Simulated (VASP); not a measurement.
# Ga (Cmcm) in VASP: further runs

The runs below take Ga through single point, with PBEsol, PBE.

All numbers are computed with VASP 6.6.1; they aren't measurements. Logs are shortened: lines on timing, memory, paths and dates and some standing lists are left out, and cuts for length are marked.

### Step 1. The cell of the first run

Symmetry: Cmcm, No. 63, orthorhombic system. The conventional cell has a = 2.861 Å, b = 8.020 Å, c = 3.127 Å, α = 90.00°, β = 90.00°, γ = 90.00°. Within 3.5 Å of Ga (site symmetry m2m) lie 10 Ga at 2.64 to 3.13 Å.

### Step 2. Single point, PBEsol (17.94 Å³/atom)

Input file INCAR:

```
SYSTEM = Ga
ALGO = Normal
EDIFF = 1E-6
ENCUT = 520
GGA = PS
ISIF = 2
ISMEAR = -1
LASPH = .TRUE.
LCHARG = .TRUE.
LELF = .TRUE.
LREAL = .FALSE.
LVHAR = .TRUE.
LWAVE = .FALSE.
NBANDS = 20
NELM = 100
PREC = Accurate
SIGMA = 0.05
```

Input file KPOINTS:

```
k-points
0
G
  15 15 13
  0 0 0
```

Input file POSCAR:

```
Ga
1.0
    1.4304030031     -4.0100608329      0.0000000000
    1.4304030031      4.0100608329      0.0000000000
    0.0000000000      0.0000000000      3.1271569102
Ga
2
Direct
    0.8670000000      0.1330000000      0.2500000000
    0.1330000000      0.8670000000      0.7500000000
```

Potentials or basis: VASP PAW PBE potentials, release 64 (Ga_d).

On the command line:

```console
$ cat potpaw_PBE.64/Ga_d/POTCAR > POTCAR
$ mpirun -np 1 vasp_std > vasp.out
```

OUTCAR:

```text
SYSTEM = Ga
   EDIFF = 1E-6
   ENCUT = 520
   GGA = PS
   ISIF = 2
   ISMEAR = -1
   LASPH = .TRUE.
   LREAL = .FALSE.
   NELM = 100
   PREC = Accurate

 ion  position               nearest neighbor table
   1  0.867  0.133  0.250-   2 2.64   2 2.64   2 2.83   2 2.83   2 2.83   2 2.83
   2  0.133  0.867  0.750-   1 2.64   1 2.64   1 2.83   1 2.83   1 2.83   1 2.83

  LATTYP: Found a base centered orthorhombic cell.
 ALAT       =     2.8608060062
 B/A-ratio  =     2.8034482759
 C/A-ratio  =     1.0931034483

  Lattice vectors:

 A1 = (   1.4304030031,  -4.0100608329,   0.0000000000)
 A2 = (   1.4304030031,   4.0100608329,   0.0000000000)
 A3 = (   0.0000000000,   0.0000000000,   3.1271569102)

Analysis of symmetry for initial positions (statically):
=====================================================================
 Subroutine PRICEL returns:
 Original cell was already a primitive cell.

 Routine SETGRP: Setting up the symmetry group for a
 base centered orthorhombic supercell.

 Subroutine GETGRP returns: Found  8 space group operations
 (whereof  4 operations were pure point group operations)
 out of a pool of  8 trial point group operations.

The static configuration has the point symmetry C_2h.
 The point group associated with its full space group is D_2h.

Analysis of symmetry for dynamics (positions and initial velocities):
=====================================================================
 Subroutine PRICEL returns:
 Original cell was already a primitive cell.

 Routine SETGRP: Setting up the symmetry group for a
 base centered orthorhombic supercell.

 Subroutine GETGRP returns: Found  8 space group operations
 (whereof  4 operations were pure point group operations)
 out of a pool of  8 trial point group operations.

The dynamic configuration has the point symmetry C_2h.
 The point group associated with its full space group is D_2h.

 Subroutine INISYM returns: Found  8 space group operations
 (whereof  4 operations are pure point group operations),
 and found     1 'primitive' translations

----------------------------------------------------------------------------------------

                                     Primitive cell

  volume of cell :      35.8748

  direct lattice vectors                    reciprocal lattice vectors
     1.430403003 -4.010060833  0.000000000     0.349551839 -0.124686388  0.000000000
     1.430403003  4.010060833  0.000000000     0.349551839  0.124686388  0.000000000
     0.000000000  0.000000000  3.127156910     0.000000000  0.000000000  0.319779285

  length of vectors
     4.257539270  4.257539270  3.127156910     0.371124215  0.371124215  0.319779285

  position of ions in fractional coordinates (direct lattice)
     0.867000000  0.133000000  0.250000000
     0.133000000  0.867000000  0.750000000

  ion indices of the primitive-cell ions
   primitive index   ion index
                 1           1
                 2           2

----------------------------------------------------------------------------------------

 KPOINTS: k-points

Automatic generation of k-mesh.
 Grid dimensions read from file:
 generate k-points for:   15   15   13

 Generating k-lattice:

  Cartesian coordinates                     Fractional coordinates (reciprocal lattice)
     0.023303456 -0.008312426  0.000000000     0.066666667  0.000000000  0.000000000
     0.023303456  0.008312426  0.000000000     0.000000000  0.066666667  0.000000000
     0.000000000  0.000000000  0.024598407     0.000000000  0.000000000  0.076923077

  Length of vectors
     0.024741614  0.024741614  0.024598407

  Shift w.r.t. Gamma in fractional coordinates (k-lattice)
     0.000000000  0.000000000  0.000000000

 Subroutine IBZKPT returns following result:
 ===========================================

 Found    448 irreducible k-points:

 Following reciprocal coordinates:
            Coordinates               Weight
  0.000000  0.000000  0.000000      1.000000
  0.066667 -0.000000  0.000000      4.000000
  0.133333 -0.000000  0.000000      4.000000
  0.200000 -0.000000  0.000000      4.000000
  0.266667 -0.000000  0.000000      4.000000
  0.333333 -0.000000  0.000000      4.000000
[... 16 lines left out ...]
  0.133333  0.133333  0.000000      2.000000
  0.200000  0.133333  0.000000      4.000000
 [... further k-points ...]
   k-points           NKPTS =    448   k-points in BZ     NKDIM =    448   number of bands    NBANDS=     20
   number of dos      NEDOS =    301   number of ions     NIONS =      2
   total plane-waves  NPLWV =  24576
   dimension x,y,z NGX =    32 NGY =   32 NGZ =   24
   dimension x,y,z NGXF=    64 NGYF=   64 NGZF=   48
   ions per type =               2
   NGX,Y,Z   is equivalent  to a cutoff of  12.50, 12.50, 12.76 a.u.
   NGXF,Y,Z  is equivalent  to a cutoff of  24.99, 24.99, 25.52 a.u.
 SYSTEM =  Ga
   PREC   = accura    normal or accurate (medium, high low for compatibility)
   ISTART =      0    job   : 0-new  1-cont  2-samecut
   ICHARG =      2    charge: 1-file 2-atom 10-const
   ISPIN  =      1    spin polarized calculation?
   LNONCOLLINEAR =      F non collinear calculations
   LSORBIT =      F    spin-orbit coupling
   LASPH  =      T    aspherical Exc in radial PAW
   ENCUT  =  520.0 eV  38.22 Ry    6.18 a.u.   7.92  7.92  5.81*2*pi/ulx,y,z
   NELM   =    100;   NELMIN=  2; NELMDL= -5     # of ELM steps
   EDIFF  = 0.1E-05   stopping-criterion for ELM
   LREAL  =      F    real-space projection
   EDIFFG = 0.1E-04   stopping-criterion for IOM
   NSW    =      0    number of steps for IOM
   IBRION =     -1    ionic relax: 0-MD 1-quasi-New 2-CG
   NFREE  =      0    steps in history (QN), initial steepest desc. (CG)
   ISIF   =      2    stress and relaxation
   ISYM   =      2    0-nonsym 1-usesym 2-fastsym
   POTIM  = 0.5000    time-step for ionic-motion
   TEBEG  =    0.0;   TEEND  =   0.0 temperature during run
   PSTRESS=    0.0 pullay stress
   NELECT =      26.0000    total number of electrons
   NUPDOWN=      -1.0000    fix difference up-down
   EMIN   =  10.00;   EMAX   =-10.00  energy-range for DOS
   EFERMI =   0.00;   METHOD = LEGACY
   ISMEAR =    -1;   SIGMA  =   0.05  broadening in eV -4-tet -1-fermi 0-gaus
   EFERMI_NEDOS =   21; number of points for ismear=-14 and -15
   IALGO  =     38    algorithm
   IMIX   =      4    mixing-type and parameters
     AMIX     =   0.40;   BMIX     =  1.00
     AMIX_MAG =   1.60;   BMIX_MAG =  1.00
  volume/ion in A,a.u.               =      17.94       121.05
  Fermi-wavevector in a.u.,A,eV,Ry     =   1.470515  2.778871 29.421453  2.162416
  Thomas-Fermi vector in A             =   2.585763
   LORBIT       =      0    0 simple, 1 ext, 2 COOP (PROOUT), +10 PAW based schemes
   GGA     = PS    functional components
   LHFCALC =     F    Hartree Fock is set to
   AEXX    =    0.0000 exact exchange contribution
   IVDW    =     0    specifies the selected vdW correction
   LEPSILON=     F    determine dielectric tensor
   LRPA    =     F    only Hartree local field effects (RPA)
 non-spin polarized calculation
  energy-cutoff  :      520.00
  volume of cell :       35.87
 maximum number of plane-waves:       990
   NGX = 15   NGY = 15   NGZ = 11

 number of electron      25.9999984 magnetization

 Free energy of the ion-electron system (eV)
  ---------------------------------------------------
  ext. energy  EPLUGINS =         0.00000000
  ---------------------------------------------------
  free energy    TOTEN  =        -6.66422739 eV

  energy without entropy =       -6.65800180  energy(sigma->0) =       -6.66111459

 E-fermi :   5.8818     XC(G=0): -11.3649

 val. band max:        5.8774154504   @ k =   0.3333   0.0667   0.0769
 cond. band min:       5.8958219530   @ k =   0.4000   0.0667   0.3846
 fundamental gap:      0.0184065026
 Fermi energy:         5.8817651259

 k-point     1 :       0.0000    0.0000    0.0000
  band No.  band energies     occupation
      1      -9.3218      2.00000
      2      -9.2899      2.00000
      3      -9.2113      2.00000
      4      -9.2009      2.00000
      5      -8.9849      2.00000
      6      -8.9651      2.00000
[... 12 lines left out ...]
     19      17.5289      0.00000
     20      17.8489      0.00000

 k-point     2 :       0.0667   -0.0000    0.0000
  band No.  band energies     occupation
      1      -9.3167      2.00000
      2      -9.2867      2.00000
      3      -9.2115      2.00000
      4      -9.1792      2.00000
      5      -8.9906      2.00000
      6      -8.9713      2.00000
[... 12 lines left out ...]
     19      17.7490      0.00000
     20      18.9913      0.00000

 k-point     3 :       0.1333   -0.0000    0.0000
  band No.  band energies     occupation
      1      -9.3026      2.00000
      2      -9.2777      2.00000
      3      -9.1978      2.00000
      4      -9.1353      2.00000
      5      -9.0067      2.00000
      6      -8.9892      2.00000
[... 12 lines left out ...]
     19      18.4261      0.00000
     20      20.6641      0.00000

 k-point     4 :       0.2000   -0.0000    0.0000
  band No.  band energies     occupation
      1      -9.2821      2.00000
      2      -9.2647      2.00000
      3      -9.1749      2.00000
      4      -9.0952      2.00000
      5      -9.0165      2.00000
      6      -9.0148      2.00000
[... 12 lines left out ...]
     19      18.5893      0.00000
     20      22.3381      0.00000

 k-point     5 :       0.2667   -0.0000    0.0000
  band No.  band energies     occupation
      1      -9.2591      2.00000
      2      -9.2502      2.00000
      3      -9.1541      2.00000
      4      -9.1052      2.00000
      5      -9.0491      2.00000
      6      -8.9736      2.00000
[... 12 lines left out ...]
     19      18.6896      0.00000
     20      21.1619      0.00000
[... 353 lines left out ...]
      6      -8.9787      2.00000
[... 12 lines left out ...]
     19      17.5448      0.00000
     20      18.3844      0.00000

 k-point    22 :      -0.0667    0.0667    0.0000
  band No.  band energies     occupation
      1      -9.3182      2.00000
      2      -9.2847      2.00000
      3      -9.2343      2.00000
      4      -9.1764      2.00000
      5      -8.9970      2.00000
      6      -8.9690      2.00000
[... 12 lines left out ...]
     19      17.1335      0.00000
     20      17.7637      0.00000

 k-point    23 :       0.1333    0.1333    0.0000
  band No.  band energies     occupation
      1      -9.2698      2.00000
      2      -9.2657      2.00000
      3      -9.1465      2.00000
      4      -9.0750      2.00000
      5      -9.0264      2.00000
      6      -9.0160      2.00000
[... 12 lines left out ...]
     19      19.3829      0.00000
     20      21.8417      0.00000

 k-point    24 :       0.2000    0.1333    0.0000
  band No.  band energies     occupation
      1      -9.2565      2.00000
      2      -9.2480      2.00000
      3      -9.1654      2.00000
      4      -9.0704      2.00000
      5      -9.0494      2.00000
      6      -9.0050      2.00000
[... 12 lines left out ...]
     19      19.4052      0.00000
     20      20.8941      0.00000

 [... further k-points ...]

------------------------ aborting loop because EDIFF is reached ----------------------------------------

  FORCE on cell =-STRESS in cart. coord.  units (eV):
  Direction    XX          YY          ZZ          XY          YZ          ZX
  --------------------------------------------------------------------------------------
  -------------------------------------------------------------------------------------
  Total       -0.3318504      0.1465325      0.3100985      0.0000000      0.0000000      0.0000000
  in kB      -14.8205361      6.5441818     13.8490896      0.0000000      0.0000000      0.0000000
  external PRESSURE =       1.8575784 kB  Pullay stress =       0.0000000 kB

 VOLUME and BASIS-vectors are now :
 -----------------------------------------------------------------------------
  energy-cutoff  :      520.00
  volume of cell :       35.87
      direct lattice vectors                 reciprocal lattice vectors
     1.430403003 -4.010060833  0.000000000     0.349551839 -0.124686388  0.000000000
     1.430403003  4.010060833  0.000000000     0.349551839  0.124686388  0.000000000
     0.000000000  0.000000000  3.127156910     0.000000000  0.000000000  0.319779285

 POSITION                                       TOTAL-FORCE (eV/Angst)
 -----------------------------------------------------------------------------------
      1.43040     -2.94338      0.78179         0.000000      0.218198      0.000000
      1.43040      2.94338      2.34537         0.000000     -0.218198     -0.000000
 -----------------------------------------------------------------------------------
    total drift:                                0.000000      0.000000     -0.000000

  FREE ENERGIE OF THE ION-ELECTRON SYSTEM (eV)
  ---------------------------------------------------
  free  energy   TOTEN  =        -6.6642273926 eV

  energy  without entropy=       -6.6580017968  energy(sigma->0) =       -6.66111459
```

Wall time 70 s (1 thread of Intel Xeon 6975P-C (Granite Rapids), shared host); peak memory 0.36 GiB.

Results:

```yaml
Free_energy: -6.6642 eV
Pressure: 0.2 GPa
Largest_force: 0.218 eV/Å
Band_gap_on_the_k_mesh: zero (bands 13 and 14 overlap by 9.01 eV)
```

Forces in eV/Å, atoms in the order of the input:
```
Ga   0.000  0.218  0.000
Ga   0.000 -0.218  0.000
```

Caveat: the PAW data sets were made with another functional, which shifts forces and pressure a little.

### Step 3. Single point, PBE

This run uses another cell than the first one, of 18.68 Å³/atom.

Input file INCAR:

```
SYSTEM = Ga
PREC = Accurate ; ENCUT = 520
EDIFF = 1E-6 ; ISMEAR = -1
SIGMA = 0.05 ; LREAL = .False.
LASPH = .True. ; NELM = 100
ALGO = Normal ; ISIF = 2
LWAVE = .False. ; LCHARG = .True.
GGA = PE ; LELF = .True.
LVHAR = .True. ; NBANDS = 20
```

Input file KPOINTS:

```
Automatic mesh
0
Gamma
  15 15 13
  0 0 0
```

Input file POSCAR:

```
Ga
1.0
    1.4500000000     -4.0650000000      0.0000000000
    1.4500000000      4.0650000000      0.0000000000
    0.0000000000      0.0000000000      3.1700000000
Ga
2
Direct
    0.8670000000      0.1330000000      0.2500000000
    0.1330000000      0.8670000000      0.7500000000
```

Potentials or basis: VASP PAW PBE potentials, release 64 (Ga_d).

On the command line:

```console
$ cat potpaw_PBE.64/Ga_d/POTCAR > POTCAR
$ mpirun -np 1 vasp_std > vasp.out
```

OUTCAR:

```text
SYSTEM = Ga
   PREC = Accurate
   ENCUT = 520
   EDIFF = 1E-6
   ISMEAR = -1
   LREAL = .False.
   LASPH = .True.
   NELM = 100
   ISIF = 2
   GGA = PE

 ion  position               nearest neighbor table
   1  0.867  0.133  0.250-   2 2.68   2 2.68   2 2.87   2 2.87   2 2.87   2 2.87
   2  0.133  0.867  0.750-   1 2.68   1 2.68   1 2.87   1 2.87   1 2.87   1 2.87

  LATTYP: Found a base centered orthorhombic cell.
 ALAT       =     2.9000000000
 B/A-ratio  =     2.8034482759
[... 744 lines left out ...]
------------------------ aborting loop because EDIFF is reached ----------------------------------------

  FORCE on cell =-STRESS in cart. coord.  units (eV):
  Direction    XX          YY          ZZ          XY          YZ          ZX
  --------------------------------------------------------------------------------------
  -------------------------------------------------------------------------------------
  Total       -0.0084185      0.4985822      0.5903818      0.0000000      0.0000000      0.0000000
  in kB       -0.3609339     21.3761547     25.3119576      0.0000000      0.0000000      0.0000000
  external PRESSURE =      15.4423928 kB  Pullay stress =       0.0000000 kB

 VOLUME and BASIS-vectors are now :
 -----------------------------------------------------------------------------
  energy-cutoff  :      520.00
  volume of cell :       37.37
      direct lattice vectors                 reciprocal lattice vectors
     1.450000000 -4.065000000  0.000000000     0.344827586 -0.123001230  0.000000000
     1.450000000  4.065000000  0.000000000     0.344827586  0.123001230  0.000000000
     0.000000000  0.000000000  3.170000000     0.000000000  0.000000000  0.315457413

 POSITION                                       TOTAL-FORCE (eV/Angst)
 -----------------------------------------------------------------------------------
      1.45000     -2.98371      0.79250         0.000000      0.200443      0.000000
      1.45000      2.98371      2.37750         0.000000     -0.200443     -0.000000
 -----------------------------------------------------------------------------------
    total drift:                                0.000000      0.000000     -0.000000

  FREE ENERGIE OF THE ION-ELECTRON SYSTEM (eV)
  ---------------------------------------------------
  free  energy   TOTEN  =        -5.7617813309 eV

  energy  without entropy=       -5.7547656203  energy(sigma->0) =       -5.75827348
```

OSZICAR:

```text
N       E                     dE             d eps       ncg     rms          rms(c)
DAV:   1     0.131485104170E+03    0.13149E+03   -0.13252E+04 18940   0.247E+03
DAV:   2     0.562672476617E+01   -0.12586E+03   -0.12273E+03 18484   0.385E+02
DAV:   3    -0.564226155341E+01   -0.11269E+02   -0.11208E+02 20240   0.943E+01
DAV:   4    -0.581178241106E+01   -0.16952E+00   -0.16943E+00 20368   0.128E+01
DAV:   5    -0.581468621410E+01   -0.29038E-02   -0.29037E-02 20504   0.165E+00    0.139E+00
DAV:   6    -0.577151325024E+01    0.43173E-01   -0.84317E-02 24232   0.482E+00    0.722E-01
DAV:   7    -0.576270351154E+01    0.88097E-02   -0.17121E-02 25868   0.183E+00    0.196E-01
DAV:   8    -0.576176142559E+01    0.94209E-03   -0.22443E-03 19396   0.658E-01    0.189E-02
DAV:   9    -0.576178098738E+01   -0.19562E-04   -0.10650E-04 21484   0.108E-01    0.723E-03
DAV:  10    -0.576178133092E+01   -0.34353E-06   -0.58524E-06 18948   0.286E-02
   1 F= -.57617813E+01 E0= -.57582735E+01  d E =-.701571E-02
```

stdout:

```text
POSCAR found type information on POSCAR Ga
 POSCAR found :  1 types and       2 ions
 scaLAPACK will be used
 LDA part: xc-table for (Slater+PW92), standard interpolation
 POSCAR, INCAR and KPOINTS ok, starting setup
 FFT: planning ... GRIDC
 FFT: planning ... GRID_SOFT
 FFT: planning ... GRID
 WAVECAR not read
 entering main loop
```

Run time: 70 s. Hardware: 1 thread of Intel Xeon 6975P-C (Granite Rapids), shared host; peak memory 0.37 GiB.

What came out:

```
Free energy            : -5.7618 eV
Pressure               : 1.5 GPa
Largest force          : 0.200 eV/Å
Band gap on the k mesh : zero (bands 13 and 14 overlap by 8.73 eV)
```

Forces in eV/Å, atoms in the order of the input:
```
Ga   0.000  0.200  0.000
Ga   0.000 -0.200  0.000
```

### Step 4. Single point, PBE

This run uses another cell than the first one, of 18.68 Å³/atom.

Input file INCAR:

```
  PREC = Accurate
  ENCUT = 520
  EDIFF = 1E-7
  ISMEAR = -1
  SIGMA = 0.05
  LREAL = False
  LASPH = True
  NELM = 100
  ALGO = Normal
  ISIF = 2
  LWAVE = False
  LCHARG = False
  GGA = PE
  NBANDS = 20
```

Input file KPOINTS:

```
Automatic mesh
0
Gamma
  15 15 13
```

POSCAR is that of step 3.

On the command line:

```console
$ cat potpaw_PBE.64/Ga_d/POTCAR > POTCAR
$ mpirun -np 1 vasp_std > vasp.out
```

Run time: 81 s. Hardware: 1 thread of Intel Xeon 6975P-C (Granite Rapids), shared host; peak memory 0.37 GiB.

The run converged. Its results:

- Free energy: -5.7618 eV
- Pressure: 1.7 GPa
- Largest force: 0.200 eV/Å
- Band gap on the k mesh: zero (bands 13 and 14 overlap by 8.73 eV)

Forces on the atoms (eV/Å):
```
Ga   0.000  0.200  0.000
Ga   0.000 -0.200  0.000
```

Stress tensor (GPa, compression positive):
```
0.07 0.00 0.00
0.00 2.24 0.00
0.00 0.00 2.65
```

Levels at points of the mesh, in eV from the Fermi level:
| k point | band 9 | band 10 | band 11 | band 12 | band 13 | band 14 | band 15 | band 16 | band 17 | band 18 |
| --- | --- | --- | --- | --- | --- | --- | --- | --- | --- | --- |
| (0.00, 0.00, 0.00) | -14.83 | -14.67 | -11.24 | -2.27 | -1.57 | 2.90 | 6.59 | 7.84 | 8.77 | 10.48 |
